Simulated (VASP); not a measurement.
Wanted: the native input for a VASP 6.6.1 run.

```yaml
Task: G0W0 quasiparticle levels
Functional: PBE
Potentials_or_basis: VASP PAW PBE potentials, release 64 (Ca_sv_GW, O_GW)
Cutoff: 500 eV
k_mesh: 4 × 4 × 4
Occupations: gaussian, width 0.01 eV
Spin: no spin polarisation
Dipole_correction: no
GW_scheme: G0W0
GW_iterations: 1
Cutoff_of_the_response_function: 140
Frequency_points: 96
Empty_bands: 103
Further_INCAR_settings: ALGO = EVGW0; EDIFF = 1e-08; NBANDS = 111
```

Crystal: CaO.

```
CELL_PARAMETERS angstrom
0.00000 2.39755 2.39755
2.39755 0.00000 2.39755
2.39755 2.39755 0.00000
ATOMIC_POSITIONS crystal
Ca 0.00000 0.00000 0.00000
O 0.50000 0.50000 0.50000
```

One way to write it, as run:

POSCAR

```
CaO
1.0
    0.0000000000      2.3975473891      2.3975473891
    2.3975473891      0.0000000000      2.3975473891
    2.3975473891      2.3975473891      0.0000000000
Ca O
1 1
Direct
    0.0000000000      0.0000000000      0.0000000000
    0.5000000000      0.5000000000      0.5000000000
```

INCAR.step1

```
ALGO = Normal
EDIFF = 1E-8
ENCUT = 500
GGA = PE
ISMEAR = 0
LASPH = True
LCHARG = False
LREAL = False
LWAVE = True
NELM = 60
PREC = Accurate
SIGMA = 0.01
```

INCAR.step2

```
ALGO = Exact
EDIFF = 1E-8
ENCUT = 500
GGA = PE
ISMEAR = 0
ISTART = 1
LASPH = True
LCHARG = False
LOPTICS = True
LREAL = False
LWAVE = True
NBANDS = 111
NELM = 1
PREC = Accurate
SIGMA = 0.01
```

INCAR.step3

```
ALGO = EVGW0
EDIFF = 1E-8
ENCUT = 500
ENCUTGW = 140.0
GGA = PE
ISMEAR = 0
ISTART = 1
LASPH = True
LCHARG = False
LREAL = False
LWAVE = False
NBANDS = 111
NBANDSGW = 16
NELMGW = 1
NOMEGA = 96
OMEGAMAX = 20
PREC = Accurate
PRECFOCK = Fast
SIGMA = 0.01
```

KPOINTS

```
k-points
0
Gamma
  4 4 4
```

Potentials or basis: VASP PAW PBE potentials, release 64 (Ca_sv_GW, O_GW).

Launch:

```console
$ cat potpaw_PBE.64/Ca_sv_GW/POTCAR potpaw_PBE.64/O_GW/POTCAR > POTCAR
$ cp INCAR.step1 INCAR
$ mpirun -np 1 vasp_std > vasp.out
$ cp INCAR.step2 INCAR
$ mpirun -np 1 vasp_std > vasp.out
$ cp INCAR.step3 INCAR
$ mpirun -np 1 vasp_std > vasp.out
```

It gave:

| Property | Result |
| --- | --- |
| Quasiparticle gap | 5.80 eV |
| Least direct quasiparticle gap | 6.26 eV |
| Band gap of the starting levels on the mesh | 3.65 eV |
| Least direct gap of the starting levels on the mesh | 4.03 eV |

Caveat: the k points lie up to 0.57 Å⁻¹ apart; bands, screening cutoff and mesh are small and nothing is extrapolated, so the quasiparticle values aren't converged.

Run time: 63 s on 1 thread of Intel Xeon 8259CL, on a shared host, peak memory 0.27 GiB.
